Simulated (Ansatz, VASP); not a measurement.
## Ga2O3 in VASP and in Ansatz

Contents of INCAR:

```
SYSTEM = Ga2O3
PREC = Accurate ; ENCUT = 520
EDIFF = 1E-7 ; ISMEAR = 0
SIGMA = 0.05 ; LREAL = .FALSE.
LASPH = .TRUE. ; NELM = 60
ALGO = Normal ; ISIF = 2
LWAVE = .FALSE. ; LCHARG = .TRUE.
GGA = PE ; LELF = .TRUE.
LVHAR = .TRUE. ; NBANDS = 55
```

File KPOINTS:

```
regular mesh
0
G
  6 6 6
  0 0 0
```

The input POSCAR:

```
Ga2O3
1.0
    2.4022883282      1.3869618130      4.7680869745
   -2.4022883282      1.3869618130      4.7680869745
    0.0000000000     -2.7739236259      4.7680869745
Ga O
4 6
Direct
    0.3558687539      0.3558687539      0.3558687539
    0.1441312461      0.1441312461      0.1441312461
    0.6441312461      0.6441312461      0.6441312461
    0.8558687539      0.8558687539      0.8558687539
    0.5531733332      0.9468266668      0.2500000000
    0.2500000000      0.5531733332      0.9468266668
    0.9468266668      0.2500000000      0.5531733332
    0.4468266668      0.0531733332      0.7500000000
    0.7500000000      0.4468266668      0.0531733332
    0.0531733332      0.7500000000      0.4468266668
```

Input for Ansatz:

```yaml
crystal:
  lattice:
    - [2.4022883282, 1.386961813, 4.7680869745]
    - [-2.4022883282, 1.386961813, 4.7680869745]
    - [0.0, -2.7739236259, 4.7680869745]
  atoms:
    - { symbol: Ga, position: [0.3558687539, 0.3558687539, 0.3558687539] }
    - { symbol: Ga, position: [0.1441312461, 0.1441312461, 0.1441312461] }
    - { symbol: Ga, position: [0.6441312461, 0.6441312461, 0.6441312461] }
    - { symbol: Ga, position: [0.8558687539, 0.8558687539, 0.8558687539] }
    - { symbol: O, position: [0.5531733332, 0.9468266668, 0.25] }
    - { symbol: O, position: [0.25, 0.5531733332, 0.9468266668] }
    - { symbol: O, position: [0.9468266668, 0.25, 0.5531733332] }
    - { symbol: O, position: [0.4468266668, 0.0531733332, 0.75] }
    - { symbol: O, position: [0.75, 0.4468266668, 0.0531733332] }
    - { symbol: O, position: [0.0531733332, 0.75, 0.4468266668] }
basis:
  ecutwfc: 420
kpoints:
  mp_grid: { grid: [6, 6, 6] }
hamiltonian:
  xc: pbe
scf:
  occupations: { method: gaussian, width: 0.05 }
output:
  forces: true
  stress: true
  eigenvalues: true
```

Change from the starting cell: strain -0.050 along x and y, +0.050 along z, atoms carried along.

Alike in both runs: task single point; functional PBE; k mesh 6 × 6 × 6; occupations gaussian, width 0.05 eV; no spin polarisation.

```csv
,VASP,Ansatz
version,VASP 6.6.1,Ansatz 0.2.0
potentials or method,"VASP PAW PBE potentials, release 64 (Ga_d, O), cutoff 520 eV","scalar-relativistic, plane waves, PAW"
valence electrons in the cell,88,88
```

```csv
,VASP,Ansatz,Ansatz less VASP
gap on the k mesh at the Fermi level (eV),2.70,2.71,+0.007
least direct gap on the mesh (eV),2.78,2.79,+0.007
pressure (GPa),15.7,14.7,-0.98
"traceless stress, the component that is largest in VASP (GPa)",-20.57,-20.54,+0.033
rms of the force components (eV/Å),0.214,0.215,+0.0012
```

Atom by atom the forces differ by 0.002 eV/Å (rms over components).
